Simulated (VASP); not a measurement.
Set up this calculation in VASP 6.6.1, as the native input.

```yaml
Task: single point
Functional: PBE
Potentials_or_basis: VASP PAW PBE potentials, release 64 (Li_sv, H)
Cutoff: 520 eV
k_mesh: 6 × 6 × 6
Occupations: gaussian, width 0.01 eV
Spin: no spin polarisation
Dipole_correction: no
Further_INCAR_settings: ALGO = Normal; EDIFF = 1e-06; NBANDS = 9
```

The structure of LiH lies in POSCAR:

```
LiH
1.0
    0.0000000000      2.0330397637      1.9934559256
    2.0330397637      0.0000000000      1.9934559256
    2.0330397637      2.0330397637      0.0000000000
Li H
1 1
Direct
    0.0000000000      0.0000000000      0.0000000000
    0.5000000000      0.5000000000      0.5000000000
```

This cell differs from its parent crystal: epitaxial xy strain +1.5%.

These files were run (other wordings do the same):

INCAR

```
SYSTEM = LiH
PREC     = Accurate       ! precision mode
ENCUT    = 520            ! plane-wave cutoff, eV
EDIFF    = 1E-6           ! SCF threshold, eV
ISMEAR   = 0              ! smearing method
SIGMA    = 0.01           ! smearing width, eV
LREAL    = .FALSE.        ! projectors in reciprocal space
LASPH    = .TRUE.         ! aspherical terms in the spheres
NELM     = 80             ! most SCF steps
ALGO     = Normal         ! electronic algorithm
ISIF     = 2              ! what is computed and relaxed
LWAVE    = .FALSE.        ! write WAVECAR
LCHARG   = .FALSE.        ! write CHGCAR
GGA      = PE             ! functional
NBANDS   = 9              ! bands
```

KPOINTS

```
Automatic mesh
0
G
  6 6 6
  0 0 0
```

Potentials or basis: VASP PAW PBE potentials, release 64 (Li_sv, H).

Run with:

```console
$ cat potpaw_PBE.64/Li_sv/POTCAR potpaw_PBE.64/H/POTCAR > POTCAR
$ mpirun -np 1 vasp_std > vasp.out
```

It gave:

```
Band gap on the k mesh : 2.81 eV (least direct gap 2.96 eV)
```

Caveat: the k points lie up to 0.45 Å⁻¹ apart; the cell differs from its parent crystal (epitaxial xy strain +1.5%).

Run time: 5.1 s on 1 thread of Intel(R) Xeon(R) Platinum 8259CL CPU @ 2.50GHz (Skylake/Cascade Lake), with other jobs on the host, peak memory 0.13 GiB.
